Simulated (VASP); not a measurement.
# CuGe2F4 (P-4m2) in VASP: further runs

Runs on CuGe2F4. Level: PBE. Tasks: relaxation of cell and atoms, single point.

Program: VASP 6.6.1. These are calculated values, not measurements. Logs are shortened: lines on timing, memory, paths and dates and some standing lists are left out, and cuts for length are marked.

### 1 The cell of the first run

It takes space group P-4m2 (No. 115, tetragonal). Conventional cell: a = 3.729 Å, b = 3.729 Å, c = 6.837 Å, α = 90.00°, β = 90.00°, γ = 90.00°. Within 2.9 Å of Cu (site symmetry -4m2) lie 4 F at 2.18 Å and 4 Ge at 2.74 Å. Ge (site symmetry 2mm) has 9 F at 2.34 to 3.14 Å and 2 Cu at 2.74 Å within 3.2 Å. F (site symmetry 2mm) has 2 Cu at 2.18 Å and 4 Ge at 2.78 Å and 4 F at 2.95 Å within 3.0 Å. Within 3.1 Å of F (site symmetry -4m2) lie 4 Ge at 2.34 Å and 8 F at 2.64 to 2.95 Å. Within 3.1 Å of F (site symmetry -4m2) lie 4 Ge at 2.34 Å and 8 F at 2.64 to 2.95 Å.

The cell was generated, and may not be a known phase.

### 2 Relaxation of cell and atoms, PBE

File INCAR:

```
PREC     = Accurate       # precision mode
ENCUT    = 600            # plane-wave cutoff, eV
EDIFF    = 1E-6           # SCF threshold, eV
ISMEAR   = 0              # smearing method
SIGMA    = 0.1            # smearing width, eV
LREAL    = F              # projectors in reciprocal space
LASPH    = T              # aspherical terms in the spheres
NELM     = 60             # most SCF steps
ALGO     = Normal         # electronic algorithm
ISIF     = 3              # what is computed and relaxed
LWAVE    = F              # write WAVECAR
LCHARG   = F              # write CHGCAR
GGA      = PE             # functional
IBRION   = 2              # ionic algorithm
NSW      = 100            # ionic steps
EDIFFG   = -0.01          # ionic threshold
```

File KPOINTS:

```
regular mesh
0
Gamma
  10 10 6
```

File POSCAR:

```
CuGe2F4
1.0
    3.7287880374      0.0000000000      0.0000000000
    0.0000000000      3.7287880374      0.0000000000
    0.0000000000      0.0000000000      6.8370888170
Cu Ge F
1 2 4
Direct
    0.5000000000      0.5000000000      0.0000000000
    0.5000000000      0.0000000000      0.7060293995
    0.0000000000      0.5000000000      0.2939706005
    0.5000000000      0.0000000000      0.1659495035
    0.0000000000      0.5000000000      0.8340504965
    0.5000000000      0.5000000000      0.5000000000
    0.0000000000      0.0000000000      0.5000000000
```

Potentials or basis: VASP PAW PBE potentials, release 64 (Cu, Ge_d, F).

On the command line:

```console
$ cat potpaw_PBE.64/Cu/POTCAR potpaw_PBE.64/Ge_d/POTCAR potpaw_PBE.64/F/POTCAR > POTCAR
$ mpirun -np 1 vasp_std > vasp.out
```

OUTCAR:

```text
PREC = Accurate
   ENCUT = 600
   EDIFF = 1E-6
   ISMEAR = 0
   LREAL = F
   LASPH = T
   NELM = 60
   ISIF = 3
   GGA = PE
   IBRION = 2
   NSW = 100
   EDIFFG = -0.01

 ion  position               nearest neighbor table
   1  0.500  0.500  0.000-   4 2.18   5 2.18   4 2.18   5 2.18   2 2.74   2 2.74   3 2.74   3 2.74

   2  0.500  0.000  0.706-   6 2.34   7 2.34   6 2.34   7 2.34   1 2.74   1 2.74
   3  0.000  0.500  0.294-   6 2.34   7 2.34   7 2.34   6 2.34   1 2.74   1 2.74
   4  0.500  0.000  0.166-   1 2.18   1 2.18
   5  0.000  0.500  0.834-   1 2.18   1 2.18
   6  0.500  0.500  0.500-   2 2.34   3 2.34   2 2.34   3 2.34
   7  0.000  0.000  0.500-   2 2.34   3 2.34   3 2.34   2 2.34

  LATTYP: Found a simple tetragonal cell.
 ALAT       =     3.7287880374
 C/A-ratio  =     1.8335954601

  Lattice vectors:

 A1 = (   3.7287880374,   0.0000000000,   0.0000000000)
 A2 = (   0.0000000000,   3.7287880374,   0.0000000000)
 A3 = (   0.0000000000,   0.0000000000,   6.8370888170)

Analysis of symmetry for initial positions (statically):
=====================================================================
 Subroutine PRICEL returns:
 Original cell was already a primitive cell.

 Routine SETGRP: Setting up the symmetry group for a
 simple tetragonal supercell.

 Subroutine GETGRP returns: Found  8 space group operations
 (whereof  8 operations were pure point group operations)
 out of a pool of 16 trial point group operations.

The static configuration has the point symmetry D_2d.

Analysis of symmetry for dynamics (positions and initial velocities):
=====================================================================
 Subroutine PRICEL returns:
 Original cell was already a primitive cell.

 Routine SETGRP: Setting up the symmetry group for a
 simple tetragonal supercell.

 Subroutine GETGRP returns: Found  8 space group operations
 (whereof  8 operations were pure point group operations)
 out of a pool of 16 trial point group operations.

The dynamic configuration has the point symmetry D_2d.

 Subroutine INISYM returns: Found  8 space group operations
 (whereof  8 operations are pure point group operations),
 and found     1 'primitive' translations

----------------------------------------------------------------------------------------

                                     Primitive cell

  volume of cell :      95.0619

  direct lattice vectors                    reciprocal lattice vectors
     3.728788037  0.000000000  0.000000000     0.268183654  0.000000000  0.000000000
     0.000000000  3.728788037  0.000000000     0.000000000  0.268183654  0.000000000
     0.000000000  0.000000000  6.837088817     0.000000000  0.000000000  0.146261081

  length of vectors
     3.728788037  3.728788037  6.837088817     0.268183654  0.268183654  0.146261081

  position of ions in fractional coordinates (direct lattice)
     0.500000000  0.500000000  0.000000000
     0.500000000  0.000000000  0.706029399
     0.000000000  0.500000000  0.293970601
     0.500000000  0.000000000  0.165949504
     0.000000000  0.500000000  0.834050496
     0.500000000  0.500000000  0.500000000
     0.000000000  0.000000000  0.500000000

  ion indices of the primitive-cell ions
   primitive index   ion index
                 1           1
                 2           2
                 3           3
                 4           4
                 5           5
                 6           6
                 7           7

----------------------------------------------------------------------------------------

 KPOINTS: regular mesh

Automatic generation of k-mesh.
 Grid dimensions read from file:
 generate k-points for:   10   10    6

 Generating k-lattice:

  Cartesian coordinates                     Fractional coordinates (reciprocal lattice)
     0.026818365  0.000000000  0.000000000     0.100000000  0.000000000  0.000000000
     0.000000000  0.026818365  0.000000000     0.000000000  0.100000000  0.000000000
     0.000000000  0.000000000  0.024376847     0.000000000  0.000000000  0.166666667

  Length of vectors
     0.026818365  0.026818365  0.024376847

  Shift w.r.t. Gamma in fractional coordinates (k-lattice)
     0.000000000  0.000000000  0.000000000

 Subroutine IBZKPT returns following result:
 ===========================================

 Found     84 irreducible k-points:

 Following reciprocal coordinates:
            Coordinates               Weight
  0.000000  0.000000  0.000000      1.000000
  0.100000  0.000000  0.000000      4.000000
  0.200000  0.000000  0.000000      4.000000
  0.300000  0.000000  0.000000      4.000000
  0.400000  0.000000  0.000000      4.000000
  0.500000  0.000000  0.000000      2.000000
[... 16 lines left out ...]
  0.100000  0.000000  0.166667      8.000000
  0.200000  0.000000  0.166667      8.000000
 [... further k-points ...]
   k-points           NKPTS =     84   k-points in BZ     NKDIM =     84   number of bands    NBANDS=     40
   number of dos      NEDOS =    301   number of ions     NIONS =      7
   total plane-waves  NPLWV =  50400
   dimension x,y,z NGX =    30 NGY =   30 NGZ =   56
   dimension x,y,z NGXF=    60 NGYF=   60 NGZF=  112
   ions per type =               1   2   4
   NGX,Y,Z   is equivalent  to a cutoff of  13.38, 13.38, 13.62 a.u.
   NGXF,Y,Z  is equivalent  to a cutoff of  26.75, 26.75, 27.23 a.u.
 SYSTEM =  unknown system
   PREC   = accura    normal or accurate (medium, high low for compatibility)
   ISTART =      0    job   : 0-new  1-cont  2-samecut
   ICHARG =      2    charge: 1-file 2-atom 10-const
   ISPIN  =      1    spin polarized calculation?
   LNONCOLLINEAR =      F non collinear calculations
   LSORBIT =      F    spin-orbit coupling
   LASPH  =      T    aspherical Exc in radial PAW
   ENCUT  =  600.0 eV  44.10 Ry    6.64 a.u.   7.45  7.45 13.66*2*pi/ulx,y,z
   NELM   =     60;   NELMIN=  2; NELMDL= -5     # of ELM steps
   EDIFF  = 0.1E-05   stopping-criterion for ELM
   LREAL  =      F    real-space projection
   EDIFFG = -.1E-01   stopping-criterion for IOM
   NSW    =    100    number of steps for IOM
   IBRION =      2    ionic relax: 0-MD 1-quasi-New 2-CG
   NFREE  =      1    steps in history (QN), initial steepest desc. (CG)
   ISIF   =      3    stress and relaxation
   ISYM   =      2    0-nonsym 1-usesym 2-fastsym
   POTIM  = 0.5000    time-step for ionic-motion
   TEBEG  =    0.0;   TEEND  =   0.0 temperature during run
   PSTRESS=    0.0 pullay stress
   NELECT =      67.0000    total number of electrons
   NUPDOWN=      -1.0000    fix difference up-down
   EMIN   =  10.00;   EMAX   =-10.00  energy-range for DOS
   EFERMI =   0.00;   METHOD = LEGACY
   ISMEAR =     0;   SIGMA  =   0.10  broadening in eV -4-tet -1-fermi 0-gaus
   EFERMI_NEDOS =   21; number of points for ismear=-14 and -15
   IALGO  =     38    algorithm
   IMIX   =      4    mixing-type and parameters
     AMIX     =   0.40;   BMIX     =  1.00
     AMIX_MAG =   1.60;   BMIX_MAG =  1.00
  volume/ion in A,a.u.               =      13.58        91.64
  Fermi-wavevector in a.u.,A,eV,Ry     =   1.456904  2.753149 28.879302  2.122569
  Thomas-Fermi vector in A             =   2.573768
   LORBIT       =      0    0 simple, 1 ext, 2 COOP (PROOUT), +10 PAW based schemes
   GGA     = PE    functional components
   LHFCALC =     F    Hartree Fock is set to
   AEXX    =    0.0000 exact exchange contribution
   IVDW    =     0    specifies the selected vdW correction
   LEPSILON=     F    determine dielectric tensor
   LRPA    =     F    only Hartree local field effects (RPA)
 conjugate gradient relaxation of ions
 non-spin polarized calculation
 Gauss-broadening in eV      SIGMA  =   0.10
  energy-cutoff  :      600.00
  volume of cell :       95.06
 maximum number of plane-waves:      3219
 NGX is ok and might be reduce to    30
   NGX = 15   NGY = 15   NGZ = 27

--------------------------------------- Ionic step        1  -------------------------------------------

 number of electron      67.0000001 magnetization

 Free energy of the ion-electron system (eV)
  ---------------------------------------------------
  ext. energy  EPLUGINS =         0.00000000
  ---------------------------------------------------
  free energy    TOTEN  =       -28.97745803 eV

  energy without entropy =      -28.96558682  energy(sigma->0) =      -28.97152242

------------------------ aborting loop because EDIFF is reached ----------------------------------------

  FORCE on cell =-STRESS in cart. coord.  units (eV):
  Direction    XX          YY          ZZ          XY          YZ          ZX
  --------------------------------------------------------------------------------------
  -------------------------------------------------------------------------------------
  Total       -0.0143240     -0.0143240     -0.1128973      0.0000000      0.0000000      0.0000000
  in kB       -0.2414175     -0.2414175     -1.9027754      0.0000000      0.0000000      0.0000000
  external PRESSURE =      -0.7952035 kB  Pullay stress =       0.0000000 kB
[... 67 lines left out ...]
  energy  without entropy=      -28.9657358112  energy(sigma->0) =      -28.97168034

--------------------------------------- Ionic step        3  -------------------------------------------

 number of electron      67.0000000 magnetization

 Free energy of the ion-electron system (eV)
  ---------------------------------------------------
  ext. energy  EPLUGINS =         0.00000000
  ---------------------------------------------------
  free energy    TOTEN  =       -28.97764875 eV

  energy without entropy =      -28.96575274  energy(sigma->0) =      -28.97170075

 E-fermi :   4.7670     XC(G=0): -10.4308

 val. band max:        4.7263425920   @ k =   0.3000   0.1000   0.3333
 cond. band min:       4.7705472876   @ k =   0.5000   0.2000   0.1667
 fundamental gap:      0.0442046956
 Fermi energy:         4.7669910174

 k-point     1 :       0.0000    0.0000    0.0000
  band No.  band energies     occupation
      1     -21.6296      2.00000
      2     -21.5781      2.00000
      3     -21.5461      2.00000
      4     -21.5461      2.00000
      5     -21.5397      2.00000
      6     -21.5381      2.00000
[... 1021 lines left out ...]
     39       8.0456      0.00000
     40      10.9337      0.00000

 [... further k-points ...]

------------------------ aborting loop because EDIFF is reached ----------------------------------------

  FORCE on cell =-STRESS in cart. coord.  units (eV):
  Direction    XX          YY          ZZ          XY          YZ          ZX
  --------------------------------------------------------------------------------------
  -------------------------------------------------------------------------------------
  Total        0.0439561      0.0439561     -0.0258365      0.0000000      0.0000000      0.0000000
  in kB        0.7418557      0.7418557     -0.4360480      0.0000000      0.0000000      0.0000000
  external PRESSURE =       0.3492212 kB  Pullay stress =       0.0000000 kB
[... 22 lines left out ...]
  FREE ENERGIE OF THE ION-ELECTRON SYSTEM (eV)
  ---------------------------------------------------
  free  energy   TOTEN  =       -28.9776487484 eV

  energy  without entropy=      -28.9657527431  energy(sigma->0) =      -28.97170075

 reached required accuracy - stopping structural energy minimisation
```

Wall time 21 min (1 thread of Intel Xeon 8259CL, shared host); peak memory 0.46 GiB.

Results:

```
Free energy                           : -28.9776 eV
Relaxed volume                        : 13.56 Å³/atom
Relaxed cell                          : a = 3.728 Å, b = 3.728 Å, c = 6.830 Å, α = 90.00°, β = 90.00°, γ = 90.00°
Space group after relaxing (to 0.1 Å) : P-4m2 (No. 115)
Energy gained by relaxing             : 0.0 meV/atom
Ionic steps                           : 3
Pressure after relaxing               : 0.0 GPa
Largest force after relaxing          : 0.008 eV/Å
Band gap on the k mesh                : zero (an odd number of electrons rules out a gap without spin polarisation)
```

Forces in eV/Å, atoms in the order of the input:
```
Cu   0.000  0.000  0.000
Ge   0.000  0.000 -0.003
Ge   0.000  0.000  0.003
F    0.000  0.000  0.008
F    0.000  0.000 -0.008
F    0.000  0.000  0.000
F    0.000  0.000  0.000
```

Stress tensor (GPa, compression positive):
```
 0.07  0.00  0.00
 0.00  0.07  0.00
 0.00  0.00 -0.04
```

The path:
```
step  energy change (eV)  largest force (eV/Å)  pressure (GPa)  volume (Å³)
   1              0.0000                0.0365           -0.08        95.06
   2             -0.0002                0.0135           -0.01        94.97
   3             -0.0002                0.0079            0.03        94.93
```

Final structure:
```
CELL_PARAMETERS angstrom
3.72827 0.00000 0.00000
0.00000 3.72827 0.00000
0.00000 0.00000 6.82960
ATOMIC_POSITIONS crystal
Cu 0.50000 0.50000 0.00000
Ge 0.50000 0.00000 0.70567
Ge 0.00000 0.50000 0.29433
F 0.50000 0.00000 0.16598
F 0.00000 0.50000 0.83402
F 0.50000 0.50000 0.50000
F 0.00000 0.00000 0.50000
```

Levels at points of the mesh, in eV from the Fermi level:
```tsv
k point	band 30	band 31	band 32	band 33	band 34	band 35	band 36	band 37	band 38	band 39
(0.00, 0.00, 0.00)	-2.36	-2.01	-2.01	-1.85	-0.57	1.42	2.71	2.71	3.44	3.44
(0.50, 0.00, 0.00)	-2.28	-2.28	-2.19	-1.83	-0.48	0.59	1.69	2.04	2.70	2.84
(0.50, 0.50, 0.00)	-2.21	-2.16	-2.16	-2.15	0.77	1.13	2.18	2.31	2.31	2.58
(0.00, 0.00, 0.50)	-2.34	-2.13	-2.03	-2.03	-0.04	0.48	2.72	2.72	3.53	3.53
(0.50, 0.00, 0.50)	-2.27	-2.24	-2.21	-1.80	-0.81	0.22	1.97	2.33	2.73	2.85
(0.50, 0.50, 0.50)	-2.36	-2.23	-2.23	-2.14	0.93	1.08	1.61	2.43	2.43	2.53
```

Caveat: an odd number of electrons without spin polarisation forces a metal; a magnetic or distorted state may lie lower. With open d or f shells a metallic result of PBE can be an artefact of self-interaction; +U or a hybrid may open a gap.

### 3 Single point, PBE

File INCAR:

```
SYSTEM = CuGe2F4
PREC = Accurate
ENCUT = 520
EDIFF = 1E-6
ISMEAR = 0
SIGMA = 0.1
LREAL = .False.
LASPH = .True.
NELM = 60
ALGO = Normal
ISIF = 2
LWAVE = .False.
LCHARG = .False.
GGA = PE
NBANDS = 42
```

File KPOINTS:

```
regular mesh
0
Gamma
  6 6 4
  0 0 0
```

POSCAR is that of step 2.

Potentials or basis: VASP PAW PBE potentials, release 64 (Cu, Ge_d, F).

On the command line:

```console
$ cat potpaw_PBE.64/Cu/POTCAR potpaw_PBE.64/Ge_d/POTCAR potpaw_PBE.64/F/POTCAR > POTCAR
$ mpirun -np 1 vasp_std > vasp.out
```

Run time: 4.2 min. Hardware: 1 thread of Intel Xeon 8259CL, shared host; peak memory 0.26 GiB.

It converged, with:

| Quantity | Value |
| --- | --- |
| Free energy | -28.9628 eV |
| Pressure | 0.0 GPa |
| Largest force | 0.022 eV/Å |
| Band gap on the k mesh | zero (an odd number of electrons rules out a gap without spin polarisation) |

Forces on the atoms (eV/Å):
```
Cu   0.000  0.000  0.000
Ge   0.000  0.000 -0.022
Ge   0.000  0.000  0.022
F    0.000  0.000  0.008
F    0.000  0.000 -0.008
F    0.000  0.000  0.000
F    0.000  0.000  0.000
```

Stress tensor (GPa, compression positive):
```
 0.04  0.00  0.00
 0.00  0.04  0.00
 0.00  0.00 -0.13
```

Levels at points of the mesh, in eV from the Fermi level:
| k point | band 30 | band 31 | band 32 | band 33 | band 34 | band 35 | band 36 | band 37 | band 38 | band 39 |
| --- | --- | --- | --- | --- | --- | --- | --- | --- | --- | --- |
| (0.00, 0.00, 0.00) | -2.37 | -2.02 | -2.02 | -1.86 | -0.58 | 1.42 | 2.70 | 2.70 | 3.42 | 3.42 |
| (0.50, 0.00, 0.00) | -2.29 | -2.29 | -2.20 | -1.84 | -0.49 | 0.57 | 1.68 | 2.03 | 2.68 | 2.83 |
| (0.50, 0.50, 0.00) | -2.22 | -2.17 | -2.17 | -2.16 | 0.76 | 1.12 | 2.17 | 2.29 | 2.29 | 2.57 |
| (0.00, 0.00, 0.50) | -2.35 | -2.14 | -2.04 | -2.04 | -0.04 | 0.47 | 2.71 | 2.71 | 3.51 | 3.51 |
| (0.50, 0.00, 0.50) | -2.28 | -2.24 | -2.22 | -1.81 | -0.82 | 0.21 | 1.96 | 2.32 | 2.71 | 2.84 |
| (0.50, 0.50, 0.50) | -2.37 | -2.24 | -2.24 | -2.15 | 0.92 | 1.07 | 1.60 | 2.41 | 2.41 | 2.52 |

Caveat: an odd number of electrons without spin polarisation forces a metal; a magnetic or distorted state may lie lower. With open d or f shells a metallic result of PBE can be an artefact of self-interaction; +U or a hybrid may open a gap.

The gap in the log of VASP goes by the Fermi energy; the results here count the filled bands.